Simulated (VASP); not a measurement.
A run of VASP 6.6.1 is set up as follows.

INCAR

```
ALGO = Fast ; EDIFF = 1E-7
ENCUT = 520 ; GGA = PS
ISIF = 2 ; ISMEAR = 0
ISYM = 0 ; LASPH = T
LCHARG = T ; LELF = T
LREAL = F ; LVHAR = T
LWAVE = F ; NBANDS = 12
NELM = 100 ; PREC = Accurate
SIGMA = 0.1
```

File KPOINTS:

```
k-points
0
Gamma
  12 12 14
```

POSCAR

```
Nb
1.0
    2.8669036825      0.0000000000      0.0000000000
   -1.4334518412      2.4828114192      0.0000000000
    1.4334518412      0.8276038064      2.4906868907
Nb
1
Direct
    0.0000000000      0.0000000000      0.0000000000
```

Potentials or basis: VASP PAW PBE potentials, release 64 (Nb_sv).

Command:

```sh
$ cat potpaw_PBE.64/Nb_sv/POTCAR > POTCAR
$ mpirun -np 1 vasp_std > vasp.out
```

Task: Predict the pressure.

Result: 3.3 GPa.

Task: Predict the band gap on the k mesh.

Result: Zero (an odd number of electrons rules out a gap without spin polarisation).

Stress tensor (GPa, compression positive):
```
 1.43 -0.09  0.16
-0.09  1.53  0.09
 0.16  0.09  6.97
```

Caveat: the cell stands under pressure; the PAW data sets were made with another functional, which shifts forces and pressure a little.
